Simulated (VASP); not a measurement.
A run of VASP 6.6.1 is set up as follows.

Contents of INCAR:

```
ALGO     = Normal         # electronic algorithm
EDIFF    = 1E-7           # SCF threshold, eV
EDIFFG   = -0.04          # ionic threshold
ENCUT    = 600            # plane-wave cutoff, eV
GGA      = PE             # functional
IBRION   = 2              # ionic algorithm
ISIF     = 3              # what is computed and relaxed
ISMEAR   = 0              # smearing method
LASPH    = True           # aspherical terms in the spheres
LCHARG   = False          # write CHGCAR
LREAL    = False          # projectors in reciprocal space
LWAVE    = False          # write WAVECAR
NELM     = 100            # most SCF steps
NSW      = 90             # ionic steps
PREC     = Accurate       # precision mode
SIGMA    = 0.1            # smearing width, eV
```

KPOINTS

```
k-points
0
Gamma
  4 4 4
```

POSCAR

```
Ga4As3N
1.0
    5.3842762500      0.0000000000      0.0000000000
    0.0000000000      5.3842762500      0.0000000000
    0.0000000000      0.0000000000      5.3842762500
Ga As N
4 3 1
Direct
    0.5000000000      0.5000000000      0.5000000000
    0.0000000000      0.5000000000      0.0000000000
    0.5000000000      0.0000000000      0.0000000000
    0.0000000000      0.0000000000      0.5000000000
    0.5000000000      0.0000000000      0.5000000000
    0.0000000000      0.5000000000      0.5000000000
    0.5000000000      0.5000000000      0.0000000000
    0.0000000000      0.0000000000      0.0000000000
```

Potentials or basis: VASP PAW PBE potentials, release 64 (Ga_d, As, N).

Run with:

```sh
$ cat potpaw_PBE.64/Ga_d/POTCAR potpaw_PBE.64/As/POTCAR potpaw_PBE.64/N/POTCAR > POTCAR
$ mpirun -np 1 vasp_std > vasp.out
```

Problem. Estimate the relaxed cell.

Solution. a = 5.189 Å, b = 5.189 Å, c = 5.189 Å, α = 90.00°, β = 90.00°, γ = 90.00°.

Problem. Estimate the band gap on the k mesh.

Solution. Zero (band 36 reaches 5.73 eV, above the bottom of band 37 at 4.89 eV).

Final structure:
```
Ga As N
1.0
     5.18928    0.00000    0.00000
     0.00000    5.18928    0.00000
     0.00000    0.00000    5.18928
Ga As N
4 3 1
Direct
  0.50000 0.50000 0.50000
  0.00000 0.50000 0.00000
  0.50000 0.00000 0.00000
  0.00000 0.00000 0.50000
  0.50000 0.00000 0.50000
  0.00000 0.50000 0.50000
  0.50000 0.50000 0.00000
  0.00000 0.00000 0.00000
```
